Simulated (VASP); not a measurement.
# CuO (P6_3/mmc) in VASP: a series of runs

Aim: see how the results for CuO move with the level of theory and the settings. Levels: r2SCAN+U, PBE. Tasks: single point.

All numbers are computed with VASP 6.6.1; they aren't measurements. Logs are shortened: lines on timing, memory, paths and dates and some standing lists are left out, and cuts for length are marked.

**1. The cell of the first run**

The structure is hexagonal, space group P6_3/mmc (No. 194). Conventional cell: a = 3.180 Å, b = 3.180 Å, c = 4.431 Å, α = 90.00°, β = 90.00°, γ = 120.00°. Within 2.8 Å of Cu (site symmetry -3m) lie 6 O at 2.14 Å and 2 Cu at 2.22 Å. Within 2.9 Å of O (site symmetry -6m2) lie 6 Cu at 2.14 Å and 6 O at 2.88 Å.

**2. Single point, r2SCAN+U**

Contents of POSCAR:

```
CuO
1.0
    3.1795331000      0.0000000000      0.0000000000
   -1.5897665500      2.7535564400      0.0000000000
    0.0000000000      0.0000000000      4.4314907300
Cu O
2 2
Direct
    0.0000000000      0.0000000000      0.0000000000
    0.0000000000      0.0000000000      0.5000000000
    0.3333333333      0.6666666667      0.2500000000
    0.6666666667      0.3333333333      0.7500000000
```

Contents of INCAR.step1:

```
SYSTEM = CuO
PREC = Accurate
ENCUT = 520
ISMEAR = -1
SIGMA = 0.05
LREAL = .FALSE.
LASPH = .TRUE.
NELM = 150
LMAXMIX = 4
LDAU = .TRUE.
LDAUTYPE = 2
LDAUL = 2 -1
LDAUU = 4.5 0
LDAUJ = 0 0
NBANDS = 25
GGA = PE
ALGO = Normal
EDIFF = 1E-4
LWAVE = .TRUE.
LCHARG = .FALSE.
```

Contents of INCAR.step2:

```
SYSTEM = CuO
PREC = Accurate
ENCUT = 520
EDIFF = 1E-6
ISMEAR = -1
SIGMA = 0.05
LREAL = .FALSE.
LASPH = .TRUE.
NELM = 150
ALGO = Normal
ISIF = 2
LWAVE = .FALSE.
LCHARG = .TRUE.
LMAXMIX = 4
LDAU = .TRUE.
LDAUTYPE = 2
LDAUL = 2 -1
LDAUU = 4.5 0
LDAUJ = 0 0
LDAUPRINT = 1
METAGGA = R2SCAN
LMIXTAU = .TRUE.
LELF = .TRUE.
LVHAR = .TRUE.
NBANDS = 25
ISTART = 1
```

Contents of KPOINTS:

```
regular mesh
0
G
  10 10 6
  0 0 0
```

Potentials or basis: VASP PAW PBE potentials, release 64 (Cu, O).

Launch:

```
$ cat potpaw_PBE.64/Cu/POTCAR potpaw_PBE.64/O/POTCAR > POTCAR
$ cp INCAR.step1 INCAR
$ mpirun -np 1 vasp_std > vasp.out
$ cp INCAR.step2 INCAR
$ mpirun -np 1 vasp_std > vasp.out
```

OUTCAR:

```text
SYSTEM = CuO
   PREC = Accurate
   ENCUT = 520
   EDIFF = 1E-6
   ISMEAR = -1
   LREAL = .FALSE.
   LASPH = .TRUE.
   NELM = 150
   ISIF = 2
   METAGGA = R2SCAN
   ISTART = 1

 ion  position               nearest neighbor table
   1  0.000  0.000  0.000-   3 2.14   4 2.14   4 2.14   3 2.14   4 2.14   3 2.14   2 2.22   2 2.22

   2  0.000  0.000  0.500-   3 2.14   4 2.14   4 2.14   3 2.14   4 2.14   3 2.14   1 2.22   1 2.22

   3  0.333  0.667  0.250-   1 2.14   2 2.14   1 2.14   2 2.14   1 2.14   2 2.14
   4  0.667  0.333  0.750-   1 2.14   2 2.14   1 2.14   2 2.14   1 2.14   2 2.14

  LATTYP: Found a hexagonal cell.
 ALAT       =     3.1795331000
 C/A-ratio  =     1.3937551806

  Lattice vectors:

 A1 = (   3.1795331000,   0.0000000000,   0.0000000000)
 A2 = (  -1.5897665500,   2.7535564400,   0.0000000000)
 A3 = (   0.0000000000,   0.0000000000,   4.4314907300)

Analysis of symmetry for initial positions (statically):
=====================================================================
 Subroutine PRICEL returns:
 Original cell was already a primitive cell.

 Routine SETGRP: Setting up the symmetry group for a
 hexagonal supercell.

 Subroutine GETGRP returns: Found 24 space group operations
 (whereof 12 operations were pure point group operations)
 out of a pool of 24 trial point group operations.

The static configuration has the point symmetry D_3d.
 The point group associated with its full space group is D_6h.

Analysis of symmetry for dynamics (positions and initial velocities):
=====================================================================
 Subroutine PRICEL returns:
 Original cell was already a primitive cell.

 Routine SETGRP: Setting up the symmetry group for a
 hexagonal supercell.

 Subroutine GETGRP returns: Found 24 space group operations
 (whereof 12 operations were pure point group operations)
 out of a pool of 24 trial point group operations.

The dynamic configuration has the point symmetry D_3d.
 The point group associated with its full space group is D_6h.

 Subroutine INISYM returns: Found 24 space group operations
 (whereof 12 operations are pure point group operations),
 and found     1 'primitive' translations

----------------------------------------------------------------------------------------

                                     Primitive cell

  volume of cell :      38.7978

  direct lattice vectors                    reciprocal lattice vectors
     3.179533100  0.000000000  0.000000000     0.314511587  0.181583349  0.000000000
    -1.589766550  2.753556440  0.000000000     0.000000000  0.363166698  0.000000000
     0.000000000  0.000000000  4.431490730     0.000000000  0.000000000  0.225657699

  length of vectors
     3.179533100  3.179533103  4.431490730     0.363166698  0.363166698  0.225657699

  position of ions in fractional coordinates (direct lattice)
     0.000000000  0.000000000  0.000000000
     0.000000000  0.000000000  0.500000000
     0.333333333  0.666666667  0.250000000
     0.666666667  0.333333333  0.750000000

  ion indices of the primitive-cell ions
   primitive index   ion index
                 1           1
                 2           2
                 3           3
                 4           4

[... 100 lines left out ...]
   METAGGA = R2SCAN    functional components
   LHFCALC =     F    Hartree Fock is set to
   AEXX    =    0.0000 exact exchange contribution
   IVDW    =     0    specifies the selected vdW correction
   LEPSILON=     F    determine dielectric tensor
   LRPA    =     F    only Hartree local field effects (RPA)
 non-spin polarized calculation
  energy-cutoff  :      520.00
  volume of cell :       38.80
 maximum number of plane-waves:      1056
 NGX is ok and might be reduce to    24
   NGX = 11   NGY = 11   NGZ = 17

atom =   1  type =  1  l = 2

 onsite density matrix

spin component  1

  0.9297  0.0000  0.0000  0.0413  0.0000
  0.0000  0.9245  0.0000 -0.0000  0.0413
  0.0000  0.0000  0.9613  0.0000  0.0000
  0.0413 -0.0000  0.0000  0.9245 -0.0000
  0.0000  0.0413  0.0000 -0.0000  0.9297

spin component  2

  0.9297  0.0000  0.0000  0.0413  0.0000
  0.0000  0.9245  0.0000 -0.0000  0.0413
  0.0000  0.0000  0.9613  0.0000  0.0000
  0.0413 -0.0000  0.0000  0.9245 -0.0000
  0.0000  0.0413  0.0000 -0.0000  0.9297

 occupancies and eigenvectors

  o =  0.8857  v = -0.6843  0.0000  0.0000  0.7292  0.0000  0.0000  0.0000  0.0000  0.0000  0.0000      0.0000  0.0000  0.0000  0.0000  0.0000  0.0000  0.0000  0.0000  0.0000  0.0000
  o =  0.8857  v =  0.0000  0.0000  0.0000  0.0000  0.0000 -0.6843  0.0000  0.0000  0.7292  0.0000      0.0000  0.0000  0.0000  0.0000  0.0000  0.0000  0.0000  0.0000  0.0000  0.0000
  o =  0.8857  v =  0.0000 -0.7292 -0.0000 -0.0000  0.6843  0.0000  0.0000  0.0000  0.0000  0.0000      0.0000  0.0000  0.0000  0.0000  0.0000  0.0000  0.0000  0.0000  0.0000  0.0000
  o =  0.8857  v =  0.0000  0.0000  0.0000  0.0000  0.0000  0.0000 -0.7292 -0.0000 -0.0000  0.6843      0.0000  0.0000  0.0000  0.0000  0.0000  0.0000  0.0000  0.0000  0.0000  0.0000
  o =  0.9613  v =  0.0000 -0.0000  1.0000 -0.0000 -0.0000  0.0000  0.0000  0.0000  0.0000  0.0000      0.0000  0.0000  0.0000  0.0000  0.0000  0.0000  0.0000  0.0000  0.0000  0.0000
  o =  0.9613  v =  0.0000  0.0000  0.0000  0.0000  0.0000  0.0000 -0.0000  1.0000 -0.0000 -0.0000      0.0000  0.0000  0.0000  0.0000  0.0000  0.0000  0.0000  0.0000  0.0000  0.0000
  o =  0.9685  v = -0.7292  0.0000 -0.0000 -0.6843 -0.0000  0.0000  0.0000  0.0000  0.0000  0.0000      0.0000  0.0000  0.0000  0.0000  0.0000  0.0000  0.0000  0.0000  0.0000  0.0000
  o =  0.9685  v =  0.0000  0.0000  0.0000  0.0000  0.0000 -0.7292  0.0000 -0.0000 -0.6843 -0.0000      0.0000  0.0000  0.0000  0.0000  0.0000  0.0000  0.0000  0.0000  0.0000  0.0000
  o =  0.9685  v =  0.0000  0.0000  0.0000  0.0000  0.0000  0.0000  0.6843  0.0000 -0.0000  0.7292      0.0000  0.0000  0.0000  0.0000  0.0000  0.0000  0.0000  0.0000  0.0000  0.0000
  o =  0.9685  v =  0.0000  0.6843  0.0000 -0.0000  0.7292  0.0000  0.0000  0.0000  0.0000  0.0000      0.0000  0.0000  0.0000  0.0000  0.0000  0.0000  0.0000  0.0000  0.0000  0.0000

atom =   2  type =  1  l = 2

 onsite density matrix

spin component  1

  0.9297 -0.0000  0.0000 -0.0413  0.0000
 -0.0000  0.9245 -0.0000 -0.0000 -0.0413
  0.0000 -0.0000  0.9613 -0.0000  0.0000
 -0.0413 -0.0000 -0.0000  0.9245  0.0000
  0.0000 -0.0413  0.0000  0.0000  0.9297

spin component  2

  0.9297 -0.0000  0.0000 -0.0413  0.0000
 -0.0000  0.9245 -0.0000 -0.0000 -0.0413
  0.0000 -0.0000  0.9613 -0.0000  0.0000
 -0.0413 -0.0000 -0.0000  0.9245  0.0000
  0.0000 -0.0413  0.0000  0.0000  0.9297

 occupancies and eigenvectors

  o =  0.8857  v =  0.6843  0.0000 -0.0000  0.7292 -0.0000  0.0000  0.0000  0.0000  0.0000  0.0000      0.0000  0.0000  0.0000  0.0000  0.0000  0.0000  0.0000  0.0000  0.0000  0.0000
  o =  0.8857  v =  0.0000  0.0000  0.0000  0.0000  0.0000  0.6843  0.0000 -0.0000  0.7292 -0.0000      0.0000  0.0000  0.0000  0.0000  0.0000  0.0000  0.0000  0.0000  0.0000  0.0000
  o =  0.8857  v =  0.0000 -0.7292  0.0000 -0.0000 -0.6843  0.0000  0.0000  0.0000  0.0000  0.0000      0.0000  0.0000  0.0000  0.0000  0.0000  0.0000  0.0000  0.0000  0.0000  0.0000
  o =  0.8857  v =  0.0000  0.0000  0.0000  0.0000  0.0000  0.0000 -0.7292  0.0000 -0.0000 -0.6843      0.0000  0.0000  0.0000  0.0000  0.0000  0.0000  0.0000  0.0000  0.0000  0.0000
  o =  0.9613  v =  0.0000  0.0000  1.0000  0.0000 -0.0000  0.0000  0.0000  0.0000  0.0000  0.0000      0.0000  0.0000  0.0000  0.0000  0.0000  0.0000  0.0000  0.0000  0.0000  0.0000
  o =  0.9613  v =  0.0000  0.0000  0.0000  0.0000  0.0000  0.0000  0.0000  1.0000  0.0000 -0.0000      0.0000  0.0000  0.0000  0.0000  0.0000  0.0000  0.0000  0.0000  0.0000  0.0000
  o =  0.9685  v = -0.7292  0.0000 -0.0000  0.6843 -0.0000  0.0000  0.0000  0.0000  0.0000  0.0000      0.0000  0.0000  0.0000  0.0000  0.0000  0.0000  0.0000  0.0000  0.0000  0.0000
  o =  0.9685  v =  0.0000  0.0000  0.0000  0.0000  0.0000 -0.7292  0.0000 -0.0000  0.6843 -0.0000      0.0000  0.0000  0.0000  0.0000  0.0000  0.0000  0.0000  0.0000  0.0000  0.0000
  o =  0.9685  v =  0.0000  0.0000  0.0000  0.0000  0.0000  0.0000  0.6843 -0.0000 -0.0000 -0.7292      0.0000  0.0000  0.0000  0.0000  0.0000  0.0000  0.0000  0.0000  0.0000  0.0000
  o =  0.9685  v =  0.0000  0.6843 -0.0000 -0.0000 -0.7292  0.0000  0.0000  0.0000  0.0000  0.0000      0.0000  0.0000  0.0000  0.0000  0.0000  0.0000  0.0000  0.0000  0.0000  0.0000

 number of electron      34.0000022 magnetization

 Free energy of the ion-electron system (eV)
  ---------------------------------------------------
  ext. energy  EPLUGINS =         0.00000000
  ---------------------------------------------------
  free energy    TOTEN  =       -31.92816241 eV

  energy without entropy =      -31.90367966  energy(sigma->0) =      -31.91592103

 E-fermi :   4.7955     XC(G=0): -12.9056

 val. band max:        4.7942908388   @ k =   0.2000   0.2000   0.5000
 cond. band min:       4.8150135532   @ k =   0.1000   0.0000   0.3333
 fundamental gap:      0.0207227144
 Fermi energy:         4.7954706150

 k-point     1 :       0.0000    0.0000    0.0000
  band No.  band energies     occupation
      1     -15.0556      2.00000
      2     -13.5846      2.00000
      3      -1.5723      2.00000
      4      -0.7360      2.00000
      5      -0.7359      2.00000
      6      -0.2238      2.00000
[... 661 lines left out ...]
     24      18.9783      0.00000
     25      19.9729      0.00000

 [... further k-points ...]

------------------------ aborting loop because EDIFF is reached ----------------------------------------

  FORCE on cell =-STRESS in cart. coord.  units (eV):
  Direction    XX          YY          ZZ          XY          YZ          ZX
  --------------------------------------------------------------------------------------
  -------------------------------------------------------------------------------------
  Total       -4.8700007     -4.8700007      5.9960249      0.0000000      0.0000000     -0.0000000
  in kB     -201.1094279   -201.1094284    247.6092322      0.0000000      0.0000000     -0.0000000
  external PRESSURE =     -51.5365414 kB  Pullay stress =       0.0000000 kB

 VOLUME and BASIS-vectors are now :
 -----------------------------------------------------------------------------
  energy-cutoff  :      520.00
  volume of cell :       38.80
      direct lattice vectors                 reciprocal lattice vectors
     3.179533100  0.000000000  0.000000000     0.314511587  0.181583349  0.000000000
    -1.589766550  2.753556440  0.000000000     0.000000000  0.363166698  0.000000000
     0.000000000  0.000000000  4.431490730     0.000000000  0.000000000  0.225657699

 POSITION                                       TOTAL-FORCE (eV/Angst)
 -----------------------------------------------------------------------------------
      0.00000      0.00000      0.00000        -0.000000      0.000000      0.000000
      0.00000      0.00000      2.21575        -0.000000      0.000000      0.000000
     -0.00000      1.83570      1.10787         0.000000      0.000000      0.000000
      1.58977      0.91785      3.32362         0.000000      0.000000     -0.000000
 -----------------------------------------------------------------------------------
    total drift:                               -0.000000      0.000000      0.000000

  FREE ENERGIE OF THE ION-ELECTRON SYSTEM (eV)
  ---------------------------------------------------
  free  energy   TOTEN  =       -31.9281624091 eV

  energy  without entropy=      -31.9036796579  energy(sigma->0) =      -31.91592103
```

Wall time 5.2 min (1 thread of AMD EPYC 7R43 (Zen 3), shared host); peak memory 0.15 GiB.

What came out:

| Item | Value |
| --- | --- |
| Free energy | -31.9282 eV |
| Pressure | -5.2 GPa |
| Band gap on the k mesh | zero (bands 17 and 18 overlap by 1.16 eV) |

Levels at points of the mesh, in eV from the Fermi level:
| k point | band 14 | band 15 | band 16 | band 17 | band 18 | band 19 | band 20 | band 21 |
| --- | --- | --- | --- | --- | --- | --- | --- | --- |
| (0.00, 0.00, 0.00) | -2.02 | -1.32 | -0.74 | 0.60 | 0.60 | 2.54 | 6.37 | 12.80 |
| (0.50, 0.00, 0.00) | -2.17 | -2.00 | -1.89 | 0.26 | 0.55 | 7.95 | 7.98 | 11.06 |
| (0.00, 0.00, 0.50) | -2.59 | -0.14 | -0.14 | -0.14 | -0.14 | 5.27 | 5.27 | 15.22 |
| (0.50, 0.00, 0.50) | -2.55 | -0.60 | -0.60 | -0.56 | -0.56 | 7.23 | 7.23 | 11.47 |

Eigenvalues of the final occupation matrices:
| site | spin | trace | eigenvalues |
| --- | --- | --- | --- |
| site 1 d | 1 | 4.67 | 0.89 0.89 0.96 0.97 0.97 |
| site 1 d | 2 | 4.67 | 0.89 0.89 0.96 0.97 0.97 |
| site 2 d | 1 | 4.67 | 0.89 0.89 0.96 0.97 0.97 |
| site 2 d | 2 | 4.67 | 0.89 0.89 0.96 0.97 0.97 |

Caveat: the cell stands under tension; the PAW data sets were made with another functional, which shifts forces and pressure a little; U without spin polarisation on a metal has little footing.

**3. Single point, PBE (9.12 Å³/atom)**

This run uses another cell than the first one, of 9.12 Å³/atom.

Contents of INCAR:

```
ALGO = Normal ; EDIFF = 1E-6
ENCUT = 520 ; GGA = PE
ISIF = 2 ; ISMEAR = -1
LASPH = T ; LCHARG = F
LREAL = F ; LWAVE = F
NBANDS = 25 ; NELM = 80
PREC = Accurate ; SIGMA = 0.05
```

Contents of KPOINTS:

```
k-points
0
Gamma
  10 10 6
```

Contents of POSCAR:

```
CuO
1.0
    3.1146264570      0.0000000000      0.0000000000
   -1.5573132285      2.6973456382      0.0000000000
    0.0000000000      0.0000000000      4.3410267600
Cu O
2 2
Direct
    0.0000000000      0.0000000000      0.0000000000
    0.0000000000      0.0000000000      0.5000000000
    0.3333333333      0.6666666667      0.2500000000
    0.6666666667      0.3333333333      0.7500000000
```

Potentials or basis: VASP PAW PBE potentials, release 64 (Cu, O).

Launch:

```
$ cat potpaw_PBE.64/Cu/POTCAR potpaw_PBE.64/O/POTCAR > POTCAR
$ mpirun -np 1 vasp_std > vasp.out
```

Wall time 26 s (1 thread of AMD EPYC 9R45 (Zen 5), shared host); peak memory 0.14 GiB.

The run converged. Its results:

- Free energy: -17.9411 eV
- Pressure: 20.5 GPa
- Band gap on the k mesh: zero (bands 17 and 18 overlap by 1.21 eV)

Stress tensor (GPa, compression positive):
```
 2.06  0.00  0.00
 0.00  2.06  0.00
 0.00  0.00 57.36
```

Levels at points of the mesh, in eV from the Fermi level:
| k point | band 14 | band 15 | band 16 | band 17 | band 18 | band 19 | band 20 | band 21 |
| --- | --- | --- | --- | --- | --- | --- | --- | --- |
| (0.00, 0.00, 0.00) | -1.55 | -1.55 | -0.11 | 0.65 | 0.65 | 1.73 | 5.14 | 12.06 |
| (0.50, 0.00, 0.00) | -1.79 | -1.57 | -1.30 | 0.39 | 0.52 | 6.86 | 7.22 | 10.21 |
| (0.00, 0.00, 0.50) | -2.47 | -0.16 | -0.16 | -0.16 | -0.16 | 4.50 | 4.50 | 14.23 |
| (0.50, 0.00, 0.50) | -2.02 | -0.59 | -0.59 | -0.56 | -0.56 | 6.21 | 6.21 | 10.58 |

Caveat: the cell stands under pressure; semilocal functionals often make such compounds metallic where correlation or magnetic order opens a gap, which also shifts bond lengths. With open d or f shells a metallic result of PBE can be an artefact of self-interaction; +U or a hybrid may open a gap.

(Part 1 of 2 ends here.)
